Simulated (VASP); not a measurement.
MgRh:

```
Mg Rh
1.0
     3.09920    0.00000    0.00000
     0.00000    3.09920    0.00000
     0.00000    0.00000    3.09920
Mg Rh
1 1
Direct
  0.00000 0.00000 0.00000
  0.50000 0.50000 0.50000
```

Base run:

```yaml
Program: VASP 6.6.1
Functional: LDA
Potentials_or_basis: VASP PAW LDA potentials, release 64 (Mg, Rh_pv)
Cutoff: 520 eV
k_mesh: 11 × 11 × 11
Occupations: fermi-dirac, width 0.1 eV
Spin: collinear spin, ferromagnetic start
Starting_moments: "[0.0, 1.0] μB"
```

Its results: pressure -6.5 GPa.

Problem. The run is repeated on the same cell with these changes: moments at the start from [0.0, 1.0] to [0.0, 1.2]; fixed moment from none to 1.2 μB. What comes out?

Solution. Pressure -1.5 GPa; site moments Mg +0.04; Rh +0.93 μB.

Caveats: the total moment is fixed, so each spin has its own Fermi level (some runs).
